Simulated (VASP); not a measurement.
# Zn3SeS2: single point with PBE

Zn3SeS2:

```
Zn Se S
1.0
     3.83288    0.00000    0.00000
    -1.91644    3.31937    0.00000
     0.00000    0.00000    9.38859
Zn Se S
3 1 2
Direct
  0.00000 0.00000 0.00000
  0.66667 0.33333 0.33333
  0.33333 0.66667 0.66667
  0.00000 0.00000 0.75000
  0.66667 0.33333 0.08333
  0.33333 0.66667 0.41667
```

* Program: VASP 6.6.1
* Task: single point
* Functional: PBE
* Potentials or basis: VASP PAW PBE potentials, release 64 (Zn, Se, S)
* Cutoff: 520 eV
* k mesh: 6 × 6 × 2
* Occupations: gaussian, width 0.1 eV
* Spin: no spin polarisation
* Dipole correction: no
* Further INCAR settings: ALGO = Normal; EDIFF = 1e-07; NBANDS = 36

```yaml
Pressure: 5.5 GPa
Largest_force: 0.782 eV/Å
Band_gap_on_the_k_mesh: 1.94 eV
```

Forces on the atoms (eV/Å):
```
Zn   0.000  0.000  0.782
Zn   0.000  0.000 -0.015
Zn   0.000  0.000 -0.771
Se   0.000  0.000 -0.031
S    0.000  0.000  0.120
S    0.000  0.000 -0.085
```

Stress tensor (GPa, compression positive):
```
5.53 0.00 0.00
0.00 5.53 0.00
0.00 0.00 5.36
```

Levels at points of the mesh, in eV from the valence-band top:
```
           k point  band 25  band 26  band 27  band 28  band 29  band 30
(0.00, 0.00, 0.00)    -0.07     0.00     0.00     1.94     3.20     3.23
(0.50, 0.00, 0.00)    -1.98    -1.46    -1.33     3.11     3.78     4.04
(0.00, 0.00, 0.50)    -0.47    -0.14    -0.14     3.02     3.06     3.16
(0.50, 0.00, 0.50)    -2.08    -0.99    -0.98     3.06     3.64     3.76
```

It took 4.2 min on 1 thread of Intel Xeon 8259CL (shared host), peak memory 0.26 GiB.

Caveat: the cell stands under pressure.
